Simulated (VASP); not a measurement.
# Si2W (I4/mmm) in VASP: a series of runs

The runs below take Si2W through single point, with PBEsol+D4, PBE.

Program: VASP 6.6.1. These are calculated values, not measurements. Logs are shortened: lines on timing, memory, paths and dates and some standing lists are left out, and cuts for length are marked.

### 1 The cell of the first run

Symmetry: I4/mmm, No. 139, tetragonal system. Conventional cell: a = 3.229 Å, b = 3.229 Å, c = 7.865 Å, α = 90.00°, β = 90.00°, γ = 90.00°. Si (site symmetry 4mm) has 9 Si at 2.60 to 3.23 Å and 5 W at 2.63 Å within 3.4 Å. Within 3.5 Å of W (site symmetry 4/mmm) lie 10 Si at 2.63 Å and 4 W at 3.23 Å.

### 2 Single point, PBEsol+D4, non-collinear spin, zero start, spin-orbit coupling

Contents of INCAR:

```
SYSTEM = Si2W
PREC = Accurate ; ENCUT = 520
EDIFF = 1E-7 ; ISMEAR = 0
SIGMA = 0.05 ; LREAL = .FALSE.
LASPH = .TRUE. ; NELM = 150
ALGO = Normal ; ISIF = 2
LWAVE = .FALSE. ; LCHARG = .TRUE.
MAGMOM = 0 0 0 0 0 0 0 0 0 ; LORBIT = 11
LSORBIT = .TRUE. ; GGA_COMPAT = .FALSE.
LORBMOM = .TRUE. ; LMAXMIX = 4
GGA = PS ; IVDW = 13
LVHAR = .TRUE. ; NBANDS = 35
```

Contents of KPOINTS:

```
regular mesh
0
G
  14 14 14
  0 0 0
```

Contents of POSCAR:

```
Si2W
1.0
   -1.6144971573      1.6144971573      3.9326574489
    1.6144971573     -1.6144971573      3.9326574489
    1.6144971573      1.6144971573     -3.9326574489
Si W
2 1
Direct
    0.3344905554      0.3344905554      0.0000000000
    0.6655094446      0.6655094446      0.0000000000
    0.0000000000      0.0000000000      0.0000000000
```

Potentials or basis: VASP PAW PBE potentials, release 64 (Si, W_sv).

The run is started by

```
> cat potpaw_PBE.64/Si/POTCAR potpaw_PBE.64/W_sv/POTCAR > POTCAR
> mpirun -np 1 vasp_ncl > vasp.out
```

OUTCAR:

```text
SYSTEM = Si2W
   PREC = Accurate
   ENCUT = 520
   EDIFF = 1E-7
   ISMEAR = 0
   LREAL = .FALSE.
   LASPH = .TRUE.
   NELM = 150
   ISIF = 2
   LORBIT = 11
   LSORBIT = .TRUE.
   GGA = PS
   IVDW = 13

 ion  position               nearest neighbor table
   1  0.334  0.334  0.000-   2 2.60   3 2.63   3 2.63   3 2.63   3 2.63   3 2.63   2 2.64   2 2.64
                             2 2.64   2 2.64
   2  0.666  0.666  0.000-   1 2.60   3 2.63   3 2.63   3 2.63   3 2.63   3 2.63   1 2.64   1 2.64
                             1 2.64   1 2.64
   3  0.000  0.000  0.000-   2 2.63   2 2.63   2 2.63   1 2.63   2 2.63   1 2.63   1 2.63   1 2.63
                             1 2.63   2 2.63

  LATTYP: Found a body centered tetragonal cell.
 ALAT       =     3.2289943146
 C/A-ratio  =     2.4358404294

  Lattice vectors:

 A1 = (  -1.6144971573,   1.6144971573,   3.9326574489)
 A2 = (   1.6144971573,  -1.6144971573,   3.9326574489)
 A3 = (   1.6144971573,   1.6144971573,  -3.9326574489)

Analysis of symmetry for initial positions (statically):
=====================================================================
 Subroutine PRICEL returns:
 Original cell was already a primitive cell.

 Routine SETGRP: Setting up the symmetry group for a
 body centered tetragonal supercell.

 Subroutine GETGRP returns: Found 16 space group operations
 (whereof 16 operations were pure point group operations)
 out of a pool of 16 trial point group operations.

The static configuration has the point symmetry D_4h.

Analysis of symmetry for dynamics (positions and initial velocities):
=====================================================================
 Subroutine PRICEL returns:
 Original cell was already a primitive cell.

 Routine SETGRP: Setting up the symmetry group for a
 body centered tetragonal supercell.

 Subroutine GETGRP returns: Found 16 space group operations
 (whereof 16 operations were pure point group operations)
 out of a pool of 16 trial point group operations.

The dynamic configuration has the point symmetry D_4h.

Analysis of structural, dynamic, and magnetic symmetry:
=====================================================================
 Subroutine PRICEL returns:
 Original cell was already a primitive cell.

 Routine SETGRP: Setting up the symmetry group for a
 body centered tetragonal supercell.

 Subroutine GETGRP returns: Found 16 space group operations
 (whereof 16 operations were pure point group operations)
 out of a pool of 16 trial point group operations.

The overall configuration has the point symmetry D_4h.

 Subroutine INISYM returns: Found 16 space group operations
 (whereof 16 operations are pure point group operations),
 and found     1 'primitive' translations

----------------------------------------------------------------------------------------

                                     Primitive cell

  volume of cell :      41.0035

  direct lattice vectors                    reciprocal lattice vectors
    -1.614497157  1.614497157  3.932657449     0.000000000  0.309693949  0.127140491
     1.614497157 -1.614497157  3.932657449     0.309693949  0.000000000  0.127140491
     1.614497157  1.614497157 -3.932657449     0.309693949  0.309693949  0.000000000

  length of vectors
     4.547416492  4.547416492  4.547416492     0.334776114  0.334776114  0.437973383

  position of ions in fractional coordinates (direct lattice)
     0.334490555  0.334490555  0.000000000
     0.665509445  0.665509445  0.000000000
     0.000000000  0.000000000  0.000000000

  ion indices of the primitive-cell ions
   primitive index   ion index
                 1           1
                 2           2
                 3           3

----------------------------------------------------------------------------------------

 KPOINTS: regular mesh

Automatic generation of k-mesh.
 Grid dimensions read from file:
 generate k-points for:   14   14   14

 Generating k-lattice:

  Cartesian coordinates                     Fractional coordinates (reciprocal lattice)
     0.000000000  0.022120996  0.009081464     0.071428571  0.000000000 -0.000000000
     0.022120996  0.000000000  0.009081464     0.000000000  0.071428571 -0.000000000
     0.022120996  0.022120996  0.000000000     0.000000000  0.000000000  0.071428571

  Length of vectors
     0.023912580  0.023912580  0.031283813

  Shift w.r.t. Gamma in fractional coordinates (k-lattice)
     0.000000000  0.000000000  0.000000000

 Subroutine IBZKPT returns following result:
 ===========================================

 Found    244 irreducible k-points:

 Following reciprocal coordinates:
            Coordinates               Weight
  0.000000  0.000000  0.000000      1.000000
[... 53 lines left out ...]
   NELECT =      22.0000    total number of electrons
   NUPDOWN=      -1.0000    fix difference up-down
   EMIN   =  10.00;   EMAX   =-10.00  energy-range for DOS
   EFERMI =   0.00;   METHOD = LEGACY
   ISMEAR =     0;   SIGMA  =   0.05  broadening in eV -4-tet -1-fermi 0-gaus
   EFERMI_NEDOS =   21; number of points for ismear=-14 and -15
   IALGO  =     38    algorithm
   IMIX   =      4    mixing-type and parameters
     AMIX     =   0.40;   BMIX     =  1.00
     AMIX_MAG =   1.60;   BMIX_MAG =  1.00
  volume/ion in A,a.u.               =      13.67        92.24
  Fermi-wavevector in a.u.,A,eV,Ry     =   1.330277  2.513859 24.077381  1.769638
  Thomas-Fermi vector in A             =   2.459376
   LORBIT       =     11    0 simple, 1 ext, 2 COOP (PROOUT), +10 PAW based schemes
   GGA     = PS    functional components
   LHFCALC =     F    Hartree Fock is set to
   AEXX    =    0.0000 exact exchange contribution
   IVDW    =    13    specifies the selected vdW correction
   LEPSILON=     F    determine dielectric tensor
   LRPA    =     F    only Hartree local field effects (RPA)
 Gauss-broadening in eV      SIGMA  =   0.05
  energy-cutoff  :      520.00
  volume of cell :       41.00
 maximum number of plane-waves:      2268
 NGX is ok and might be reduce to    36
   NGX = 17   NGY = 17   NGZ = 17

 number of electron      22.0000000 magnetization      -0.0000000     -0.0000000     -0.0000000

 number of electron      22.0000000 magnetization       0.0000000      0.0000000      0.0000000

 number of electron      22.0000000 magnetization       0.0000000     -0.0000000     -0.0000000

 number of electron      22.0000000 magnetization       0.0000000     -0.0000000      0.0000000

 Free energy of the ion-electron system (eV)
  ---------------------------------------------------
  ext. energy  EPLUGINS =         0.00000000
  ---------------------------------------------------
  free energy    TOTEN  =       -27.40980182 eV

  energy without entropy =      -27.40955874  energy(sigma->0) =      -27.40968028

 E-fermi :  11.6806     XC(G=0): -12.5403

 val. band max:       11.6323192335   @ k =  -0.4286  -0.4286   0.3571
 cond. band min:      11.6812528964   @ k =  -0.4286  -0.4286   0.2857
 fundamental gap:      0.0489336629
 Fermi energy:        11.6806440585

 k-point     1 :       0.0000    0.0000    0.0000
  band No.  band energies     occupation
      1     -62.1937      1.00000
      2     -62.1937      1.00000
      3     -32.3238      1.00000
      4     -32.3238      1.00000
      5     -23.6825      1.00000
      6     -23.6825      1.00000
[... 877 lines left out ...]
     33      18.5083      0.00000
     34      18.5083      0.00000

 [... further k-points ...]

 [bands above 34 left out]

------------------------ aborting loop because EDIFF is reached ----------------------------------------

  DFT-D4 for vdW energy calculation

  Edisp (eV):   -0.98636

  FORCE on cell =-STRESS in cart. coord.  units (eV):
  Direction    XX          YY          ZZ          XY          YZ          ZX
  --------------------------------------------------------------------------------------
  -------------------------------------------------------------------------------------
  Total      -2.03746    -2.03746    -2.03014     0.00000     0.00000     0.00000
  in kB     -79.61214   -79.61214   -79.32623     0.00000     0.00000     0.00000
  external pressure =      -79.52 kB  Pullay stress =        0.00 kB

 VOLUME and BASIS-vectors are now :
 -----------------------------------------------------------------------------
  energy-cutoff  :      520.00
  volume of cell :       41.00
      direct lattice vectors                 reciprocal lattice vectors
    -1.614497157  1.614497157  3.932657449     0.000000000  0.309693949  0.127140491
     1.614497157 -1.614497157  3.932657449     0.309693949  0.000000000  0.127140491
     1.614497157  1.614497157 -3.932657449     0.309693949  0.309693949  0.000000000

 POSITION                                       TOTAL-FORCE (eV/Angst)
 -----------------------------------------------------------------------------------
      0.00000      0.00000      2.63087        -0.000000     -0.000000      0.056191
      0.00000      0.00000      5.23444         0.000000      0.000000     -0.056191
      0.00000      0.00000      0.00000        -0.000000     -0.000000      0.000000
 -----------------------------------------------------------------------------------
    total drift:                                0.000000      0.000000     -0.000000

  FREE ENERGIE OF THE ION-ELECTRON SYSTEM (eV)
  ---------------------------------------------------
  free  energy   TOTEN  =       -28.3961640036 eV

  energy  without entropy=      -28.3959209208  energy(sigma->0) =      -28.39604246

 orbital moment (x)

 # of ion     p       d       tot
 ----------------------------------------
  1        -0.000   0.000  -0.000
  2        -0.000   0.000  -0.000
  3         0.000  -0.000  -0.000
 ----------------------------------------
           -0.000  -0.000  -0.000

 orbital moment (y)

 # of ion     p       d       tot
 ----------------------------------------
  1         0.000   0.000   0.000
  2         0.000   0.000   0.000
  3         0.000  -0.000  -0.000
 ----------------------------------------
            0.000  -0.000   0.000

 orbital moment (z)

 # of ion     p       d       tot
 ----------------------------------------
  1         0.000   0.000   0.000
  2         0.000   0.000   0.000
  3         0.000   0.000   0.000
 ----------------------------------------
            0.000   0.000   0.000

 Spin-Orbit-Coupling matrix elements

 Ion:    1  E_soc:     -0.0010849
 l=   1
     0.0000000    -0.0001526    -0.0002372
    -0.0001526     0.0000000    -0.0001526
    -0.0002372    -0.0001526     0.0000000
 l=   2
     0.0000000     0.0000000     0.0000000     0.0000000     0.0000000
     0.0000000     0.0000000     0.0000000     0.0000000     0.0000000
     0.0000000     0.0000000     0.0000000     0.0000000     0.0000000
     0.0000000     0.0000000     0.0000000     0.0000000     0.0000000
     0.0000000     0.0000000     0.0000000     0.0000000     0.0000000
 l=   3
     0.0000000     0.0000000     0.0000000     0.0000000     0.0000000     0.0000000     0.0000000
     0.0000000     0.0000000     0.0000000     0.0000000     0.0000000     0.0000000     0.0000000
     0.0000000     0.0000000     0.0000000     0.0000000     0.0000000     0.0000000     0.0000000
     0.0000000     0.0000000     0.0000000     0.0000000     0.0000000     0.0000000     0.0000000
[... 29 lines left out ...]
 l=   2
     0.0000000    -0.0060899     0.0000000    -0.0060899    -0.0229611
    -0.0060899     0.0000000    -0.0166908    -0.0065455    -0.0056900
     0.0000000    -0.0166908     0.0000000    -0.0166908     0.0000000
    -0.0060899    -0.0065455    -0.0166908     0.0000000    -0.0056900
    -0.0229611    -0.0056900     0.0000000    -0.0056900     0.0000000
 l=   3
     0.0000000     0.0000000     0.0000000     0.0000000     0.0000000     0.0000000     0.0000000
     0.0000000     0.0000000     0.0000000     0.0000000     0.0000000     0.0000000     0.0000000
     0.0000000     0.0000000     0.0000000     0.0000000     0.0000000     0.0000000     0.0000000
     0.0000000     0.0000000     0.0000000     0.0000000     0.0000000     0.0000000     0.0000000
     0.0000000     0.0000000     0.0000000     0.0000000     0.0000000     0.0000000     0.0000000
     0.0000000     0.0000000     0.0000000     0.0000000     0.0000000     0.0000000     0.0000000
     0.0000000     0.0000000     0.0000000     0.0000000     0.0000000     0.0000000     0.0000000

 total charge

# of ion       s       p       d       tot
------------------------------------------
    1        0.737   0.879   0.000   1.616
    2        0.737   0.879   0.000   1.616
    3        2.314   6.304   3.598  12.216
--------------------------------------------------
tot          3.788   8.062   3.598  15.449

 magnetization (x)

# of ion       s       p       d       tot
------------------------------------------
    1       -0.000   0.000   0.000  -0.000
    2       -0.000   0.000   0.000  -0.000
    3        0.000   0.000   0.000   0.000
--------------------------------------------------
tot         -0.000   0.000   0.000  -0.000

 magnetization (y)

# of ion       s       p       d       tot
------------------------------------------
    1        0.000  -0.000   0.000   0.000
    2        0.000  -0.000   0.000   0.000
    3       -0.000   0.000   0.000   0.000
--------------------------------------------------
tot          0.000  -0.000   0.000   0.000

 magnetization (z)

# of ion       s       p       d       tot
------------------------------------------
    1        0.000   0.000   0.000   0.000
    2        0.000   0.000   0.000   0.000
    3        0.000  -0.000   0.000  -0.000
--------------------------------------------------
tot          0.000  -0.000   0.000  -0.000
```

It took 35 min on 1 thread of Oxide Virtual Turin-like, shared host; peak memory 0.69 GiB.

Results:

```
Free energy                                           : -28.3962 eV
Pressure                                              : -8.0 GPa
Largest force                                         : 0.056 eV/Å
Net moment                                            : 0.00 μB per cell
Valence electrons inside the program's atomic spheres : Si 1.62; W 12.22
Dispersion energy per atom                            : -0.329 eV
```

Forces on the atoms (eV/Å):
```
Si   0.000  0.000  0.056
Si   0.000  0.000 -0.056
W    0.000  0.000  0.000
```

Moments on the atoms (μB; x, y, z):
```
Si  0.00 0.00 0.00
Si  0.00 0.00 0.00
W   0.00 0.00 0.00
```

Caveat: the cell stands under tension; the PAW data sets were made with another functional, which shifts forces and pressure a little.

### 3 Single point, PBE, non-collinear spin, zero start, spin-orbit coupling

Contents of INCAR:

```
SYSTEM = Si2W
PREC = Accurate
ENCUT = 520
EDIFF = 1E-7
ISMEAR = 0
SIGMA = 0.05
LREAL = .FALSE.
LASPH = .TRUE.
NELM = 150
ALGO = Normal
ISIF = 2
LWAVE = .FALSE.
LCHARG = .FALSE.
MAGMOM = 0 0 0 0 0 0 0 0 0
LORBIT = 11
LSORBIT = .TRUE.
GGA_COMPAT = .FALSE.
LORBMOM = .TRUE.
LMAXMIX = 4
GGA = PE
NBANDS = 35
```

Contents of KPOINTS:

```
Automatic mesh
0
G
  14 14 14
  0 0 0
```

POSCAR is that of step 2.

Potentials or basis: VASP PAW PBE potentials, release 64 (Si, W_sv).

The run is started by

```
> cat potpaw_PBE.64/Si/POTCAR potpaw_PBE.64/W_sv/POTCAR > POTCAR
> mpirun -np 1 vasp_ncl > vasp.out
```

OUTCAR:

```text
SYSTEM = Si2W
   PREC = Accurate
   ENCUT = 520
   EDIFF = 1E-7
   ISMEAR = 0
   LREAL = .FALSE.
   LASPH = .TRUE.
   NELM = 150
   ISIF = 2
   LORBIT = 11
   LSORBIT = .TRUE.
   GGA = PE

 ion  position               nearest neighbor table
   1  0.334  0.334  0.000-   2 2.60   3 2.63   3 2.63   3 2.63   3 2.63   3 2.63   2 2.64   2 2.64
                             2 2.64   2 2.64
   2  0.666  0.666  0.000-   1 2.60   3 2.63   3 2.63   3 2.63   3 2.63   3 2.63   1 2.64   1 2.64
                             1 2.64   1 2.64
   3  0.000  0.000  0.000-   2 2.63   2 2.63   2 2.63   1 2.63   2 2.63   1 2.63   1 2.63   1 2.63
                             1 2.63   2 2.63

  LATTYP: Found a body centered tetragonal cell.
 ALAT       =     3.2289943146
 C/A-ratio  =     2.4358404294

[... 1218 lines left out ...]
     0.0000000     0.0000000     0.0000000     0.0000000     0.0000000     0.0000000     0.0000000
     0.0000000     0.0000000     0.0000000     0.0000000     0.0000000     0.0000000     0.0000000
     0.0000000     0.0000000     0.0000000     0.0000000     0.0000000     0.0000000     0.0000000
     0.0000000     0.0000000     0.0000000     0.0000000     0.0000000     0.0000000     0.0000000
     0.0000000     0.0000000     0.0000000     0.0000000     0.0000000     0.0000000     0.0000000

 total charge

# of ion       s       p       d       tot
------------------------------------------
    1        0.737   0.881   0.000   1.618
    2        0.737   0.881   0.000   1.618
    3        2.311   6.303   3.581  12.196
--------------------------------------------------
tot          3.785   8.065   3.581  15.431

 magnetization (x)

# of ion       s       p       d       tot
------------------------------------------
    1        0.000   0.000   0.000   0.000
    2        0.000   0.000   0.000   0.000
    3        0.000   0.000   0.000   0.000
--------------------------------------------------
tot          0.000   0.000   0.000   0.000

 magnetization (y)

# of ion       s       p       d       tot
------------------------------------------
    1        0.000  -0.000   0.000  -0.000
    2        0.000   0.000   0.000   0.000
    3        0.000   0.000   0.000   0.000
--------------------------------------------------
tot          0.000  -0.000   0.000  -0.000

 magnetization (z)

# of ion       s       p       d       tot
------------------------------------------
    1        0.000   0.000   0.000   0.000
    2        0.000   0.000   0.000   0.000
    3        0.000   0.000   0.000   0.000
--------------------------------------------------
tot          0.000   0.000   0.000   0.000
```

OSZICAR:

```text
N       E                     dE             d eps       ncg     rms          rms(c)
DAV:   1     0.181329921062E+03    0.18133E+03   -0.10800E+04 17416   0.128E+03
DAV:   2    -0.171026496201E+02   -0.19843E+03   -0.18969E+03 18692   0.370E+02
DAV:   3    -0.263242541739E+02   -0.92216E+01   -0.89482E+01 21113   0.752E+01
DAV:   4    -0.264795308059E+02   -0.15528E+00   -0.15417E+00 20540   0.932E+00
DAV:   5    -0.264815991022E+02   -0.20683E-02   -0.20668E-02 20956   0.118E+00    0.247E+01
DAV:   6    -0.256989364703E+02    0.78266E+00   -0.25853E+00 19844   0.140E+01    0.848E+00
DAV:   7    -0.256190155708E+02    0.79921E-01   -0.20069E-01 18911   0.311E+00    0.461E+00
DAV:   8    -0.255963010795E+02    0.22714E-01   -0.33177E-02 20540   0.155E+00    0.966E-01
DAV:   9    -0.255956340326E+02    0.66705E-03   -0.16553E-03 21506   0.310E-01    0.276E-01
DAV:  10    -0.255953920171E+02    0.24202E-03   -0.23238E-04 20652   0.141E-01    0.111E-01
DAV:  11    -0.255953823484E+02    0.96686E-05   -0.82967E-05 19738   0.750E-02    0.402E-02
DAV:  12    -0.255953810717E+02    0.12768E-05   -0.51330E-06 19516   0.174E-02    0.910E-03
DAV:  13    -0.255953805952E+02    0.47644E-06   -0.75969E-07 20798   0.648E-03    0.534E-03
DAV:  14    -0.255953804264E+02    0.16884E-06   -0.43321E-08 11656   0.165E-03    0.260E-03
DAV:  15    -0.255953802620E+02    0.16436E-06   -0.73482E-09 10015   0.980E-04    0.250E-04
DAV:  16    -0.255953802493E+02    0.12684E-07   -0.13791E-09  9815   0.366E-04
   1 F= -.25595380E+02 E0= -.25595272E+02  d E =-.216060E-03  mag=     0.0000    -0.0000     0.0000
```

Run time: 26 min. Hardware: 1 thread of Oxide Virtual Turin-like, shared host; peak memory 0.69 GiB.

Results:

| Quantity | Value |
| --- | --- |
| Free energy | -25.5954 eV |
| Pressure | 0.4 GPa |
| Largest force | 0.006 eV/Å |
| Net moment | 0.00 μB per cell |
| Valence electrons inside the program's atomic spheres | Si 1.62; W 12.20 |

Forces in eV/Å, atoms in the order of the input:
```
Si   0.000  0.000  0.006
Si   0.000  0.000 -0.006
W    0.000  0.000  0.000
```

Moments on the atoms (μB; x, y, z):
```
Si  0.00 0.00 0.00
Si  0.00 0.00 0.00
W   0.00 0.00 0.00
```
